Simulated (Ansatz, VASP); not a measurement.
One calculation of BaTe, two programs

File INCAR:

```
PREC     = Accurate       # precision mode
ENCUT    = 520            # plane-wave cutoff, eV
EDIFF    = 1E-7           # SCF threshold, eV
ISMEAR   = 0              # smearing method
SIGMA    = 0.05           # smearing width, eV
LREAL    = False          # projectors in reciprocal space
LASPH    = True           # aspherical terms in the spheres
NELM     = 80             # most SCF steps
ALGO     = Normal         # electronic algorithm
ISIF     = 2              # what is computed and relaxed
LWAVE    = False          # write WAVECAR
LCHARG   = True           # write CHGCAR
GGA      = PE             # functional
LELF     = True           # ELF
LVHAR    = True         
NBANDS   = 15             # bands
```

Contents of KPOINTS:

```
regular mesh
0
Gamma
  8 8 8
```

Contents of POSCAR:

```
BaTe
1.0
    0.0000000000      3.4100000000      3.4100000000
    3.4100000000      0.0000000000      3.4100000000
    3.4100000000      3.4100000000      0.0000000000
Ba Te
1 1
Direct
    0.0000000000      0.0000000000      0.0000000000
    0.5293255132      0.5293255132      0.4706744868
```

Input for Ansatz:

```yaml
crystal:
  lattice:
    - [0.0, 3.41, 3.41]
    - [3.41, 0.0, 3.41]
    - [3.41, 3.41, 0.0]
  atoms:
    - { symbol: Ba, position: [0.0, 0.0, 0.0] }
    - { symbol: Te, position: [0.5293255132, 0.5293255132, 0.4706744868] }
basis:
  ecutwfc: 420
kpoints:
  mp_grid: { grid: [8, 8, 8] }
hamiltonian:
  xc: pbe
scf:
  occupations: { method: gaussian, width: 0.05 }
output:
  forces: true
  stress: true
  eigenvalues: true
```

Change from the starting cell: all Te atoms moved -0.200 Å, as atom 2 towards its neighbour atom 1 (Ba) at 3.410 Å.

Alike in both runs: task single point; functional PBE; k mesh 8 × 8 × 8; occupations gaussian, width 0.05 eV; no spin polarisation.

```csv
,VASP,Ansatz
version,VASP 6.6.1,Ansatz 0.2.0
potentials or method,"VASP PAW PBE potentials, release 64 (Ba_sv, Te), cutoff 520 eV","scalar-relativistic, plane waves, PAW"
valence electrons in the cell,16,26
```

```csv
,VASP,Ansatz,Ansatz less VASP
gap on the k mesh at the Fermi level (eV),1.40,1.49,+0.094
least direct gap on the mesh (eV),1.72,1.78,+0.060
pressure (GPa),4.6,4.2,-0.45
"traceless stress, the component that is largest in VASP (GPa)",1.24,1.18,-0.062
rms of the force components (eV/Å),0.396,0.377,-0.0184
```

Atom by atom the forces differ by 0.018 eV/Å (rms over components). The functional is the same, so the differences come from potentials, cutoffs and numerics. VASP's potentials hold 16 valence electrons a cell and Ansatz's 26, so a difference there can come from the potentials and not from the codes.

Neither program's run includes spin-orbit coupling.
